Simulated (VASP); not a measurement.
# Cd (R-3m) in VASP: further runs

Cd is run at these levels: PBE; tasks: single point.

Program: VASP 6.6.1. These are calculated values, not measurements. Logs are shortened: lines on timing, memory, paths and dates and some standing lists are left out, and cuts for length are marked.

### 1 The cell of the first run

It takes space group R-3m (No. 166, trigonal). Conventional cell: a = 3.318 Å, b = 3.318 Å, c = 7.244 Å, α = 90.00°, β = 90.00°, γ = 120.00°. Within 4.1 Å of Cd (site symmetry -3m) lie 12 Cd at 3.08 to 3.32 Å.

### 2 Single point, PBE

The input, INCAR:

```
SYSTEM = Cd
PREC = Accurate
ENCUT = 520
EDIFF = 1E-6
ISMEAR = 0
SIGMA = 0.1
LREAL = .FALSE.
LASPH = .TRUE.
NELM = 60
ALGO = Fast
ISIF = 2
LWAVE = .FALSE.
LCHARG = .TRUE.
GGA = PE
LELF = .TRUE.
LVHAR = .TRUE.
NBANDS = 12
```

The input, KPOINTS:

```
Automatic mesh
0
G
  21 21 21
  0 0 0
```

The input, POSCAR:

```
Cd
1.0
    1.6590584055      0.9578578170      2.4146249359
   -1.6590584055      0.9578578170      2.4146249359
    0.0000000000     -1.9157156340      2.4146249359
Cd
1
Direct
    0.5000000000      0.5000000000      0.5000000000
```

Potentials or basis: VASP PAW PBE potentials, release 64 (Cd).

The run is started by

```sh
$ cat potpaw_PBE.64/Cd/POTCAR > POTCAR
$ mpirun -np 1 vasp_std > vasp.out
```

OUTCAR:

```text
SYSTEM = Cd
   PREC = Accurate
   ENCUT = 520
   EDIFF = 1E-6
   ISMEAR = 0
   LREAL = .FALSE.
   LASPH = .TRUE.
   NELM = 60
   ISIF = 2
   GGA = PE

 ion  position               nearest neighbor table
   1  0.500  0.500  0.500-

  LATTYP: Found a trigonal (rhomboedric) cell.
 ALAT       =     3.0822686404
 COS(alpha) =     0.4205547986

  Lattice vectors:

 A1 = (   1.6590584055,   0.9578578170,   2.4146249359)
 A2 = (  -1.6590584055,   0.9578578170,   2.4146249359)
 A3 = (   0.0000000000,  -1.9157156340,   2.4146249359)

Analysis of symmetry for initial positions (statically):
=====================================================================
 Subroutine PRICEL returns:
 Original cell was already a primitive cell.

 Routine SETGRP: Setting up the symmetry group for a
 trigonal (rhombohedral) supercell.

 Subroutine GETGRP returns: Found 12 space group operations
 (whereof 12 operations were pure point group operations)
 out of a pool of 12 trial point group operations.

The static configuration has the point symmetry D_3d.

Analysis of symmetry for dynamics (positions and initial velocities):
=====================================================================
 Subroutine PRICEL returns:
 Original cell was already a primitive cell.

 Routine SETGRP: Setting up the symmetry group for a
 trigonal (rhombohedral) supercell.

 Subroutine GETGRP returns: Found 12 space group operations
 (whereof 12 operations were pure point group operations)
 out of a pool of 12 trial point group operations.

The dynamic configuration has the point symmetry D_3d.

 Subroutine INISYM returns: Found 12 space group operations
 (whereof 12 operations are pure point group operations),
 and found     1 'primitive' translations

----------------------------------------------------------------------------------------

                                     Primitive cell

  volume of cell :      23.0231

  direct lattice vectors                    reciprocal lattice vectors
     1.659058405  0.957857817  2.414624936     0.301375767  0.173999380  0.138047665
    -1.659058405  0.957857817  2.414624936    -0.301375767  0.173999380  0.138047665
     0.000000000 -1.915715634  2.414624936     0.000000000 -0.347998761  0.138047665

  length of vectors
     3.082268640  3.082268640  3.082268640     0.374379881  0.374379881  0.374379881
[... 79 lines left out ...]
   EDIFF  = 0.1E-05   stopping-criterion for ELM
   LREAL  =      F    real-space projection
   EDIFFG = 0.1E-04   stopping-criterion for IOM
   NSW    =      0    number of steps for IOM
   IBRION =     -1    ionic relax: 0-MD 1-quasi-New 2-CG
   NFREE  =      0    steps in history (QN), initial steepest desc. (CG)
   ISIF   =      2    stress and relaxation
   ISYM   =      2    0-nonsym 1-usesym 2-fastsym
   POTIM  = 0.5000    time-step for ionic-motion
   TEBEG  =    0.0;   TEEND  =   0.0 temperature during run
   PSTRESS=    0.0 pullay stress
   NELECT =      12.0000    total number of electrons
   NUPDOWN=      -1.0000    fix difference up-down
   EMIN   =  10.00;   EMAX   =-10.00  energy-range for DOS
   EFERMI =   0.00;   METHOD = LEGACY
   ISMEAR =     0;   SIGMA  =   0.10  broadening in eV -4-tet -1-fermi 0-gaus
   EFERMI_NEDOS =   21; number of points for ismear=-14 and -15
   IALGO  =     68    algorithm
   IMIX   =      4    mixing-type and parameters
     AMIX     =   0.40;   BMIX     =  1.00
     AMIX_MAG =   1.60;   BMIX_MAG =  1.00
  volume/ion in A,a.u.               =      23.02       155.37
  Fermi-wavevector in a.u.,A,eV,Ry     =   1.317490  2.489695 23.616723  1.735780
  Thomas-Fermi vector in A             =   2.447527
   LORBIT       =      0    0 simple, 1 ext, 2 COOP (PROOUT), +10 PAW based schemes
   GGA     = PE    functional components
   LHFCALC =     F    Hartree Fock is set to
   AEXX    =    0.0000 exact exchange contribution
   IVDW    =     0    specifies the selected vdW correction
   LEPSILON=     F    determine dielectric tensor
   LRPA    =     F    only Hartree local field effects (RPA)
 non-spin polarized calculation
 RMM-DIIS sequential band-by-band and
 Gauss-broadening in eV      SIGMA  =   0.10
  energy-cutoff  :      520.00
  volume of cell :       23.02
 maximum number of plane-waves:       636
   NGX = 11   NGY = 11   NGZ = 11

 number of electron      12.0000004 magnetization

 Free energy of the ion-electron system (eV)
  ---------------------------------------------------
  ext. energy  EPLUGINS =         0.00000000
  ---------------------------------------------------
  free energy    TOTEN  =        -0.74297912 eV

  energy without entropy =       -0.74147059  energy(sigma->0) =       -0.74222486

 E-fermi :   2.4297     XC(G=0): -10.6990

 val. band max:        2.4267114599   @ k =  -0.3810   0.4286   0.1429
 cond. band min:       2.4354713381   @ k =  -0.1905   0.4762   0.1429
 fundamental gap:      0.0087598782
 Fermi energy:         2.4297181964

 k-point     1 :       0.0000    0.0000    0.0000
  band No.  band energies     occupation
      1      -6.7118      2.00000
      2      -6.7118      2.00000
      3      -6.3733      2.00000
      4      -6.1075      2.00000
      5      -6.1075      2.00000
      6      -5.9121      2.00000
      7      15.4035      0.00000
      8      15.7190      0.00000
      9      15.7190      0.00000
     10      19.2083      0.00000
     11      19.2083      0.00000
     12      20.2191      0.00000
[... 331 lines left out ...]
 k-point    24 :      -0.3810    0.0476   -0.0000
  band No.  band energies     occupation
      1      -6.9443      2.00000
      2      -6.7193      2.00000
      3      -6.3200      2.00000
      4      -5.9783      2.00000
      5      -5.8425      2.00000
      6      -1.9004      2.00000
      7       3.3064      0.00000
      8      13.4774      0.00000
      9      15.0061      0.00000
     10      17.2929      0.00000
     11      18.6337      0.00000
     12      20.0463      0.00000

 [... further k-points ...]
[... 5 lines left out ...]
  --------------------------------------------------------------------------------------
  -------------------------------------------------------------------------------------
  Total        0.0404063      0.0404063      0.0493057     -0.0000000      0.0000000      0.0000000
  in kB        2.8118773      2.8118773      3.4311844     -0.0000000      0.0000000      0.0000000
  external PRESSURE =       3.0183130 kB  Pullay stress =       0.0000000 kB

 VOLUME and BASIS-vectors are now :
 -----------------------------------------------------------------------------
  energy-cutoff  :      520.00
  volume of cell :       23.02
      direct lattice vectors                 reciprocal lattice vectors
     1.659058405  0.957857817  2.414624936     0.301375767  0.173999380  0.138047665
    -1.659058405  0.957857817  2.414624936    -0.301375767  0.173999380  0.138047665
     0.000000000 -1.915715634  2.414624936     0.000000000 -0.347998761  0.138047665

 POSITION                                       TOTAL-FORCE (eV/Angst)
 -----------------------------------------------------------------------------------
      0.00000      0.00000      3.62194        -0.000000      0.000000      0.000000
 -----------------------------------------------------------------------------------
    total drift:                               -0.000000      0.000000     -0.000000

  FREE ENERGIE OF THE ION-ELECTRON SYSTEM (eV)
  ---------------------------------------------------
  free  energy   TOTEN  =        -0.7429791236 eV

  energy  without entropy=       -0.7414705875  energy(sigma->0) =       -0.74222486
```

OSZICAR:

```text
N       E                     dE             d eps       ncg     rms          rms(c)
DAV:   1     0.724621281984E+02    0.72462E+02   -0.66748E+03 21608   0.985E+02
DAV:   2     0.551958980289E+00   -0.71910E+02   -0.68860E+02 23228   0.243E+02
DAV:   3    -0.781294137256E+00   -0.13333E+01   -0.13325E+01 25616   0.369E+01
DAV:   4    -0.782949534725E+00   -0.16554E-02   -0.16554E-02 23708   0.127E+00
DAV:   5    -0.782953650416E+00   -0.41157E-05   -0.41159E-05 25648   0.637E-02    0.267E+00
RMM:   6    -0.743976048361E+00    0.38978E-01   -0.73417E-02 21851   0.284E+00    0.219E+00
RMM:   7    -0.742610960678E+00    0.13651E-02   -0.61260E-03 22801   0.722E-01    0.112E+00
RMM:   8    -0.742939486616E+00   -0.32853E-03   -0.16704E-03 22842   0.601E-01    0.807E-02
RMM:   9    -0.742971920525E+00   -0.32434E-04   -0.77880E-05 24010   0.997E-02    0.455E-02
RMM:  10    -0.742979510842E+00   -0.75903E-05   -0.26942E-05 23738   0.753E-02    0.734E-03
RMM:  11    -0.742979123604E+00    0.38724E-06   -0.20413E-06 17443   0.152E-02
   1 F= -.74297912E+00 E0= -.74222486E+00  d E =-.150854E-02
```

Wall time 93 s (1 thread of Oxide Virtual Turin-like, shared host); peak memory 0.3 GiB.

Results:

| Quantity | Value |
| --- | --- |
| Free energy | -0.7430 eV |
| Pressure | 0.3 GPa |
| Band gap on the k mesh | zero (bands 6 and 7 overlap by 3.26 eV) |

Levels at points of the mesh, in eV from the Fermi level:
```tsv
k point	band 2	band 3	band 4	band 5	band 6	band 7	band 8	band 9	band 10	band 11
(0.00, 0.00, 0.00)	-9.14	-8.80	-8.54	-8.54	-8.34	12.97	13.29	13.29	16.78	16.78
```

### 3 Single point, PBE

The input, INCAR:

```
SYSTEM = Cd
ALGO = Fast
EDIFF = 1E-6
ENCUT = 520
GGA = PE
ISIF = 2
ISMEAR = 0
LASPH = .True.
LCHARG = .True.
LELF = .True.
LREAL = .False.
LVHAR = .True.
LWAVE = .False.
NBANDS = 12
NELM = 100
PREC = Accurate
SIGMA = 0.1
```

The input, KPOINTS:

```
k-points
0
Gamma
  21 21 21
  0 0 0
```

The input, POSCAR:

```
Cd
1.0
    1.6596561715      0.9582029374      2.4138500229
   -1.6596561715      0.9582029374      2.4138500229
    0.0000000000     -1.9164058747      2.4138500229
Cd
1
Direct
    0.0000000000      0.0000000000      0.0000000000
```

Potentials or basis: VASP PAW PBE potentials, release 64 (Cd).

The run is started by

```sh
$ cat potpaw_PBE.64/Cd/POTCAR > POTCAR
$ mpirun -np 1 vasp_std > vasp.out
```

It took 4.5 min on 1 thread of Oxide Virtual Turin-like, shared host; peak memory 0.3 GiB.

The run converged. Its results:

* Free energy: -0.7430 eV
* Pressure: 0.3 GPa
* Band gap on the k mesh: zero (bands 6 and 7 overlap by 3.26 eV)

Stress tensor (GPa, compression positive):
```
0.26 0.00 0.00
0.00 0.26 0.00
0.00 0.00 0.35
```

Levels at points of the mesh, in eV from the Fermi level:
| k point | band 2 | band 3 | band 4 | band 5 | band 6 | band 7 | band 8 | band 9 | band 10 | band 11 |
| --- | --- | --- | --- | --- | --- | --- | --- | --- | --- | --- |
| (0.00, 0.00, 0.00) | -9.14 | -8.80 | -8.54 | -8.54 | -8.34 | 12.97 | 13.28 | 13.28 | 16.77 | 16.77 |
